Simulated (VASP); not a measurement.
# GaN (Fm-3m) in VASP: a series of runs

GaN is run at these levels: PBE, HSE06, r2SCAN; tasks: single point.

Everything below comes from runs of VASP 6.6.1. Logs are shortened: lines on timing, memory, paths and dates and some standing lists are left out, and cuts for length are marked.

## Step 1: The cell of the first run

Symmetry: Fm-3m, No. 225, cubic system. Conventional cell: a = 4.217 Å, b = 4.217 Å, c = 4.217 Å, α = 90.00°, β = 90.00°, γ = 90.00°. Ga (site symmetry m-3m) has 6 N at 2.11 Å within 2.8 Å. N (site symmetry m-3m) has 6 Ga at 2.11 Å within 2.8 Å.

## Step 2: Single point, PBE

Input file INCAR:

```
ALGO = Normal ; EDIFF = 1E-6
ENCUT = 600 ; GGA = PE
GGA_COMPAT = False ; ISIF = 2
ISMEAR = 0 ; LASPH = True
LCHARG = False ; LREAL = False
LWAVE = False ; NBANDS = 16
NELM = 120 ; PREC = Accurate
SIGMA = 0.2
```

Input file KPOINTS:

```
k-points
0
Gamma
  8 8 8
```

Input file POSCAR:

```
GaN
1.0
    0.0000000000      2.1085153689      2.1085153689
    2.1085153689      0.0000000000      2.1085153689
    2.1085153689      2.1085153689      0.0000000000
Ga N
1 1
Direct
    0.5000000000      0.5000000000      0.5000000000
    0.0000000000      0.0000000000      0.0000000000
```

Potentials or basis: VASP PAW PBE potentials, release 64 (Ga_d, N).

Command:

```sh
cat potpaw_PBE.64/Ga_d/POTCAR potpaw_PBE.64/N/POTCAR > POTCAR
mpirun -np 1 vasp_std > vasp.out
```

OUTCAR:

```text
EDIFF = 1E-6
   ENCUT = 600
   GGA = PE
   ISIF = 2
   ISMEAR = 0
   LASPH = True
   LREAL = False
   NELM = 120
   PREC = Accurate

 ion  position               nearest neighbor table
   1  0.500  0.500  0.500-   2 2.11   2 2.11   2 2.11   2 2.11   2 2.11   2 2.11
   2  0.000  0.000  0.000-   1 2.11   1 2.11   1 2.11   1 2.11   1 2.11   1 2.11

  LATTYP: Found a face centered cubic cell.
 ALAT       =     4.2170307378

  Lattice vectors:

 A1 = (   0.0000000000,   2.1085153689,   2.1085153689)
 A2 = (   2.1085153689,   0.0000000000,   2.1085153689)
 A3 = (   2.1085153689,   2.1085153689,   0.0000000000)

Analysis of symmetry for initial positions (statically):
=====================================================================
 Subroutine PRICEL returns:
 Original cell was already a primitive cell.

 Routine SETGRP: Setting up the symmetry group for a
 face centered cubic supercell.

 Subroutine GETGRP returns: Found 48 space group operations
 (whereof 48 operations were pure point group operations)
 out of a pool of 48 trial point group operations.

The static configuration has the point symmetry O_h .

Analysis of symmetry for dynamics (positions and initial velocities):
=====================================================================
 Subroutine PRICEL returns:
 Original cell was already a primitive cell.

 Routine SETGRP: Setting up the symmetry group for a
 face centered cubic supercell.

 Subroutine GETGRP returns: Found 48 space group operations
 (whereof 48 operations were pure point group operations)
 out of a pool of 48 trial point group operations.

The dynamic configuration has the point symmetry O_h .

 Subroutine INISYM returns: Found 48 space group operations
 (whereof 48 operations are pure point group operations),
 and found     1 'primitive' translations

----------------------------------------------------------------------------------------

                                     Primitive cell

  volume of cell :      18.7482

  direct lattice vectors                    reciprocal lattice vectors
     0.000000000  2.108515369  2.108515369    -0.237133676  0.237133676  0.237133676
     2.108515369  0.000000000  2.108515369     0.237133676 -0.237133676  0.237133676
     2.108515369  2.108515369  0.000000000     0.237133676  0.237133676 -0.237133676

  length of vectors
     2.981891031  2.981891031  2.981891031     0.410727575  0.410727575  0.410727575

  position of ions in fractional coordinates (direct lattice)
     0.500000000  0.500000000  0.500000000
     0.000000000  0.000000000  0.000000000

  ion indices of the primitive-cell ions
   primitive index   ion index
                 1           1
                 2           2

----------------------------------------------------------------------------------------

 KPOINTS: k-points

Automatic generation of k-mesh.
 Grid dimensions read from file:
 generate k-points for:    8    8    8

 Generating k-lattice:

  Cartesian coordinates                     Fractional coordinates (reciprocal lattice)
    -0.029641709  0.029641709  0.029641709     0.125000000  0.000000000  0.000000000
     0.029641709 -0.029641709  0.029641709     0.000000000  0.125000000  0.000000000
     0.029641709  0.029641709 -0.029641709     0.000000000  0.000000000  0.125000000

  Length of vectors
     0.051340947  0.051340947  0.051340947

  Shift w.r.t. Gamma in fractional coordinates (k-lattice)
     0.000000000  0.000000000  0.000000000

 Subroutine IBZKPT returns following result:
 ===========================================

 Found     29 irreducible k-points:

 Following reciprocal coordinates:
            Coordinates               Weight
  0.000000  0.000000  0.000000      1.000000
  0.125000  0.000000  0.000000      8.000000
  0.250000  0.000000  0.000000      8.000000
  0.375000  0.000000  0.000000      8.000000
  0.500000  0.000000  0.000000      4.000000
  0.125000  0.125000  0.000000      6.000000
[... 16 lines left out ...]
  0.500000  0.250000  0.125000     48.000000
 -0.375000  0.250000  0.125000     24.000000
 [... further k-points ...]
   k-points           NKPTS =     29   k-points in BZ     NKDIM =     29   number of bands    NBANDS=     16
   number of dos      NEDOS =    301   number of ions     NIONS =      2
   total plane-waves  NPLWV =  13824
   dimension x,y,z NGX =    24 NGY =   24 NGZ =   24
   dimension x,y,z NGXF=    48 NGYF=   48 NGZF=   48
   ions per type =               1   1
   NGX,Y,Z   is equivalent  to a cutoff of  13.38, 13.38, 13.38 a.u.
   NGXF,Y,Z  is equivalent  to a cutoff of  26.76, 26.76, 26.76 a.u.
 SYSTEM =  unknown system
   PREC   = accura    normal or accurate (medium, high low for compatibility)
   ISTART =      0    job   : 0-new  1-cont  2-samecut
   ICHARG =      2    charge: 1-file 2-atom 10-const
   ISPIN  =      1    spin polarized calculation?
   LNONCOLLINEAR =      F non collinear calculations
   LSORBIT =      F    spin-orbit coupling
   LASPH  =      T    aspherical Exc in radial PAW
   ENCUT  =  600.0 eV  44.10 Ry    6.64 a.u.   5.96  5.96  5.96*2*pi/ulx,y,z
   NELM   =    120;   NELMIN=  2; NELMDL= -5     # of ELM steps
   EDIFF  = 0.1E-05   stopping-criterion for ELM
   LREAL  =      F    real-space projection
   EDIFFG = 0.1E-04   stopping-criterion for IOM
   NSW    =      0    number of steps for IOM
   IBRION =     -1    ionic relax: 0-MD 1-quasi-New 2-CG
   NFREE  =      0    steps in history (QN), initial steepest desc. (CG)
   ISIF   =      2    stress and relaxation
   ISYM   =      2    0-nonsym 1-usesym 2-fastsym
   POTIM  = 0.5000    time-step for ionic-motion
   TEBEG  =    0.0;   TEEND  =   0.0 temperature during run
   PSTRESS=    0.0 pullay stress
   NELECT =      18.0000    total number of electrons
   NUPDOWN=      -1.0000    fix difference up-down
   EMIN   =  10.00;   EMAX   =-10.00  energy-range for DOS
   EFERMI =   0.00;   METHOD = LEGACY
   ISMEAR =     0;   SIGMA  =   0.20  broadening in eV -4-tet -1-fermi 0-gaus
   EFERMI_NEDOS =   21; number of points for ismear=-14 and -15
   IALGO  =     38    algorithm
   IMIX   =      4    mixing-type and parameters
     AMIX     =   0.40;   BMIX     =  1.00
     AMIX_MAG =   1.60;   BMIX_MAG =  1.00
  volume/ion in A,a.u.               =       9.37        63.26
  Fermi-wavevector in a.u.,A,eV,Ry     =   1.615024  3.051952 35.488097  2.608302
  Thomas-Fermi vector in A             =   2.709838
   LORBIT       =      0    0 simple, 1 ext, 2 COOP (PROOUT), +10 PAW based schemes
   GGA     = PE    functional components
   LHFCALC =     F    Hartree Fock is set to
   AEXX    =    0.0000 exact exchange contribution
   IVDW    =     0    specifies the selected vdW correction
   LEPSILON=     F    determine dielectric tensor
   LRPA    =     F    only Hartree local field effects (RPA)
 non-spin polarized calculation
 Gauss-broadening in eV      SIGMA  =   0.20
  energy-cutoff  :      600.00
  volume of cell :       18.75
 maximum number of plane-waves:       638
   NGX = 11   NGY = 11   NGZ = 11

 number of electron      18.0000008 magnetization

 Free energy of the ion-electron system (eV)
  ---------------------------------------------------
  ext. energy  EPLUGINS =         0.00000000
  ---------------------------------------------------
  free energy    TOTEN  =       -11.18566831 eV

  energy without entropy =      -11.18541380  energy(sigma->0) =      -11.18554105

 E-fermi :   8.3501     XC(G=0): -13.1184

 val. band max:        7.9670399909   @ k =  -0.2500   0.1250   0.0000
 cond. band min:       8.6187198146   @ k =   0.5000   0.5000   0.0000
 fundamental gap:      0.6516798236
 Fermi energy:         8.3501004911

 k-point     1 :       0.0000    0.0000    0.0000
  band No.  band energies     occupation
      1      -9.3871      2.00000
      2      -6.0035      2.00000
      3      -6.0035      2.00000
      4      -6.0035      2.00000
      5      -5.9074      2.00000
      6      -5.9074      2.00000
[... 8 lines left out ...]
     15      23.9037      0.00000
     16      23.9037      0.00000

 k-point     2 :       0.1250    0.0000    0.0000
  band No.  band energies     occupation
      1      -9.0821      2.00000
      2      -6.0158      2.00000
      3      -5.9930      2.00000
      4      -5.9930      2.00000
      5      -5.9228      2.00000
      6      -5.9228      2.00000
[... 8 lines left out ...]
     15      24.1908      0.00000
     16      24.1908      0.00000

 k-point     3 :       0.2500    0.0000    0.0000
  band No.  band energies     occupation
      1      -8.2198      2.00000
      2      -6.0508      2.00000
      3      -6.0508      2.00000
      4      -6.0457      2.00000
      5      -5.8752      2.00000
      6      -5.8752      2.00000
[... 8 lines left out ...]
     15      25.9035      0.00000
     16      25.9035      0.00000

 k-point     4 :       0.3750    0.0000    0.0000
  band No.  band energies     occupation
      1      -7.0346      2.00000
      2      -6.1315      2.00000
      3      -6.1315      2.00000
      4      -6.0839      2.00000
      5      -5.8027      2.00000
      6      -5.8027      2.00000
[... 8 lines left out ...]
     15      28.6338      0.00000
     16      28.6338      0.00000

 k-point     5 :       0.5000    0.0000    0.0000
  band No.  band energies     occupation
      1      -6.2212      2.00000
      2      -6.2203      2.00000
      3      -6.1654      2.00000
      4      -6.1654      2.00000
      5      -5.7717      2.00000
      6      -5.7717      2.00000
[... 8 lines left out ...]
     15      31.2143      0.00000
     16      31.2143      0.00000

 k-point     6 :       0.1250    0.1250    0.0000
  band No.  band energies     occupation
      1      -8.9929      2.00000
      2      -6.0306      2.00000
      3      -5.9734      2.00000
      4      -5.9700      2.00000
      5      -5.9700      2.00000
      6      -5.8910      2.00000
[... 8 lines left out ...]
     15      26.7767      0.00000
     16      26.7767      0.00000

 k-point     7 :       0.2500    0.1250    0.0000
  band No.  band energies     occupation
      1      -8.3672      2.00000
      2      -6.0580      2.00000
      3      -6.0280      2.00000
      4      -5.9744      2.00000
      5      -5.8876      2.00000
      6      -5.8536      2.00000
[... 8 lines left out ...]
     15      27.0780      0.00000
     16      28.0245      0.00000

 k-point     8 :       0.3750    0.1250    0.0000
  band No.  band energies     occupation
      1      -7.4520      2.00000
      2      -6.1146      2.00000
      3      -6.0463      2.00000
      4      -6.0036      2.00000
      5      -5.7891      2.00000
      6      -5.6775      2.00000
[... 8 lines left out ...]
     15      27.6932      0.00000
     16      30.0193      0.00000

 k-point     9 :       0.5000    0.1250    0.0000
  band No.  band energies     occupation
      1      -6.8650      2.00000
      2      -6.1625      2.00000
      3      -6.1130      2.00000
      4      -5.9388      2.00000
      5      -5.7660      2.00000
      6      -5.2604      2.00000
[... 8 lines left out ...]
     15      28.7182      0.00000
     16      31.3366      0.00000
[... 172 lines left out ...]
 k-point    19 :       0.5000    0.3750    0.0000
  band No.  band energies     occupation
      1      -7.6909      2.00000
      2      -6.1611      2.00000
      3      -5.8464      2.00000
      4      -5.7721      2.00000
      5      -5.7321      2.00000
      6      -3.5022      2.00000
[... 8 lines left out ...]
     15      33.9981      0.00000
     16      35.7276      0.00000

 k-point    20 :      -0.3750    0.3750    0.0000
  band No.  band energies     occupation
      1      -7.4858      2.00000
      2      -6.1139      2.00000
      3      -5.9347      2.00000
      4      -5.8552      2.00000
      5      -5.7529      2.00000
      6      -3.4124      2.00000
[... 8 lines left out ...]
     15      31.0629      0.00000
     16      33.2900      0.00000

 k-point    21 :       0.5000    0.5000    0.0000
  band No.  band energies     occupation
      1      -7.7925      2.00000
      2      -6.1903      2.00000
      3      -5.7948      2.00000
      4      -5.7163      2.00000
      5      -5.7163      2.00000
      6      -2.9890      2.00000
[... 8 lines left out ...]
     15      35.6533      0.00000
     16      36.1512      0.00000

 k-point    22 :       0.3750    0.2500    0.1250
  band No.  band energies     occupation
      1      -7.7875      2.00000
      2      -6.0724      2.00000
      3      -6.0193      2.00000
      4      -5.9536      2.00000
      5      -5.8758      2.00000
      6      -5.6293      2.00000
[... 8 lines left out ...]
     15      29.3148      0.00000
     16      29.6877      0.00000

 k-point    23 :       0.5000    0.2500    0.1250
  band No.  band energies     occupation
      1      -7.2891      2.00000
      2      -6.0942      2.00000
      3      -6.0345      2.00000
      4      -5.9597      2.00000
      5      -5.7997      2.00000
      6      -5.0085      2.00000
[... 8 lines left out ...]
     15      29.2878      0.00000
     16      30.8080      0.00000

 k-point    24 :      -0.3750    0.2500    0.1250
  band No.  band energies     occupation
      1      -7.1377      2.00000
      2      -6.1218      2.00000
      3      -6.0359      2.00000
      4      -5.9541      2.00000
      5      -5.7680      2.00000
      6      -4.4743      2.00000
[... 8 lines left out ...]
     15      27.0269      0.00000
     16      31.7020      0.00000

 [... further k-points ...]
[... 5 lines left out ...]
  --------------------------------------------------------------------------------------
  -------------------------------------------------------------------------------------
  Total        1.0408253      1.0408253      1.0408253     -0.0000000     -0.0000000      0.0000000
  in kB       88.9463493     88.9463493     88.9463493     -0.0000000     -0.0000000      0.0000000
  external PRESSURE =      88.9463493 kB  Pullay stress =       0.0000000 kB

 VOLUME and BASIS-vectors are now :
 -----------------------------------------------------------------------------
  energy-cutoff  :      600.00
  volume of cell :       18.75
      direct lattice vectors                 reciprocal lattice vectors
     0.000000000  2.108515369  2.108515369    -0.237133676  0.237133676  0.237133676
     2.108515369  0.000000000  2.108515369     0.237133676 -0.237133676  0.237133676
     2.108515369  2.108515369  0.000000000     0.237133676  0.237133676 -0.237133676

 POSITION                                       TOTAL-FORCE (eV/Angst)
 -----------------------------------------------------------------------------------
      2.10852      2.10852      2.10852         0.000000      0.000000      0.000000
      0.00000      0.00000      0.00000         0.000000      0.000000      0.000000
 -----------------------------------------------------------------------------------
    total drift:                                0.000000     -0.000000      0.000000

  FREE ENERGIE OF THE ION-ELECTRON SYSTEM (eV)
  ---------------------------------------------------
  free  energy   TOTEN  =       -11.1856683113 eV

  energy  without entropy=      -11.1854137978  energy(sigma->0) =      -11.18554105
```

It took 17 s on 1 thread of Intel Xeon 8259CL, shared host; peak memory 0.14 GiB.

Results:

```
Free energy            : -11.1857 eV
Pressure               : 8.9 GPa
Band gap on the k mesh : 0.65 eV, indirect (least direct gap 2.83 eV)
```

A k mesh can miss the band edges. As with any semilocal functional, this PBE gap is likely too small.

## Step 3: Single point, HSE06

POSCAR is that of step 2.

Input file INCAR.step1:

```
PREC = Accurate
ENCUT = 520
EDIFF = 1E-5
ISMEAR = 0
SIGMA = 0.01
LREAL = F
LASPH = T
NELM = 80
ALGO = Normal
ISIF = 2
LWAVE = T
LCHARG = F
NBANDS = 16
GGA = PE
```

Input file INCAR.step2:

```
PREC = Accurate
ENCUT = 520
EDIFF = 1E-6
ISMEAR = 0
SIGMA = 0.01
LREAL = F
LASPH = T
NELM = 80
ALGO = Normal
ISIF = 2
LWAVE = F
LCHARG = F
GGA = PE
LHFCALC = T
HFSCREEN = 0.2079
PRECFOCK = Normal
NBANDS = 16
ISTART = 1
```

Input file KPOINTS:

```
regular mesh
0
Gamma
  6 6 6
```

Potentials or basis: VASP PAW PBE potentials, release 64 (Ga_d, N).

Command:

```sh
cat potpaw_PBE.64/Ga_d/POTCAR potpaw_PBE.64/N/POTCAR > POTCAR
cp INCAR.step1 INCAR
mpirun -np 1 vasp_std > vasp.out
cp INCAR.step2 INCAR
mpirun -np 1 vasp_std > vasp.out
```

Run time: 26 min. Hardware: 1 thread of AMD EPYC 7R43 (Zen 3), shared host; peak memory 0.22 GiB.

It converged, with:

```
Free energy            : -13.7799 eV
Pressure               : -0.4 GPa
Band gap on the k mesh : 1.89 eV, indirect (least direct gap 4.16 eV)
```

Levels at points of the mesh, in eV from the valence-band top:
| k point | band 6 | band 7 | band 8 | band 9 | band 10 | band 11 | band 12 | band 13 |
| --- | --- | --- | --- | --- | --- | --- | --- | --- |
| (0.00, 0.00, 0.00) | -16.23 | -0.53 | -0.53 | -0.53 | 3.62 | 16.17 | 16.17 | 16.17 |
| (0.50, 0.00, 0.00) | -15.68 | -8.98 | -0.22 | -0.22 | 5.97 | 10.64 | 10.64 | 11.61 |
| (0.50, 0.50, 0.00) | -12.63 | -7.78 | -3.31 | -3.31 | 1.89 | 8.94 | 14.05 | 16.75 |

Caveat: the k points lie up to 0.43 Å⁻¹ apart; the PAW data sets were made with another functional, which shifts forces and pressure a little. A k mesh can miss the band edges.

## Step 4: Single point, r2SCAN

POSCAR is that of step 3.

Input file INCAR.step1:

```
SYSTEM = GaN
PREC = Accurate
ENCUT = 910
ISMEAR = 0
SIGMA = 0.01
LREAL = .False.
LASPH = .True.
NELM = 120
NBANDS = 16
GGA = PE
ALGO = Normal
EDIFF = 1E-5
LWAVE = .True.
LCHARG = .False.
GGA_COMPAT = .False.
```

Input file INCAR.step2:

```
SYSTEM = GaN
PREC = Accurate
ENCUT = 910
EDIFF = 1E-6
ISMEAR = 0
SIGMA = 0.01
LREAL = .False.
LASPH = .True.
NELM = 120
ALGO = Normal
ISIF = 2
LWAVE = .False.
LCHARG = .False.
METAGGA = R2SCAN
LMIXTAU = .True.
NBANDS = 16
ISTART = 1
GGA_COMPAT = .False.
```

Input file KPOINTS:

```
Automatic mesh
0
Gamma
  8 8 8
  0 0 0
```

Potentials or basis: VASP PAW PBE potentials, release 64 (Ga_d, N_h).

Command:

```sh
cat potpaw_PBE.64/Ga_d/POTCAR potpaw_PBE.64/N_h/POTCAR > POTCAR
cp INCAR.step1 INCAR
mpirun -np 1 vasp_std > vasp.out
cp INCAR.step2 INCAR
mpirun -np 1 vasp_std > vasp.out
```

It took 48 s on 1 thread of Intel Xeon 6975P-C (Granite Rapids), shared host; peak memory 0.18 GiB.

The run converged. Its results:

- Free energy: -20.9745 eV
- Pressure: 1.0 GPa
- Band gap on the k mesh: 1.17 eV, indirect (least direct gap 3.40 eV)

Levels at points of the mesh, in eV from the valence-band top:
```tsv
k point	band 5	band 6	band 7	band 8	band 9	band 10	band 11	band 12	band 13	band 14
(0.00, 0.00, 0.00)	-14.30	-14.30	-0.51	-0.51	-0.51	2.89	15.51	15.51	15.51	17.04
(0.50, 0.00, 0.00)	-14.14	-14.14	-8.37	-0.16	-0.16	5.42	9.87	9.87	10.43	17.58
(0.50, 0.50, 0.00)	-14.09	-11.52	-7.26	-3.12	-3.12	1.17	8.53	13.14	15.77	15.77
```

Caveat: the cutoff is under 1.25 times the usual one of these potentials, so pressure, stress and relaxed cells hold a basis-set (Pulay) error; the PAW data sets were made with another functional, which shifts forces and pressure a little.

## Step 5: Summary

```tsv
level	potentials or basis	k mesh	cutoff (eV)	smearing	grid for exact exchange (PRECFOCK)	screening parameter	second run	gap on the mesh (eV)	pressure (GPa)
PBE	VASP PAW PBE potentials, release 64 (Ga_d, N)	8 × 8 × 8	600	gaussian 0.2 eV	-	-	-	0.65	8.9
HSE06	VASP PAW PBE potentials, release 64 (Ga_d, N)	6 × 6 × 6	520	gaussian 0.01 eV	Normal	0.2079 1/Å	-	1.89	-0.4
r2SCAN	VASP PAW PBE potentials, release 64 (Ga_d, N_h)	8 × 8 × 8	910	gaussian 0.01 eV	-	-	hard_potentials	1.17	1.0
```

Alike in all rows: task single point; no spin polarisation; cell as given.

Caveats: some runs use coarse meshes; the PAW data sets were made with another functional, which shifts forces and pressure a little (some runs); the cutoff is under 1.25 times the usual one of these potentials, so pressure, stress and relaxed cells hold a basis-set (Pulay) error (some runs).

Absolute energies hang on the potentials; compare differences alone.
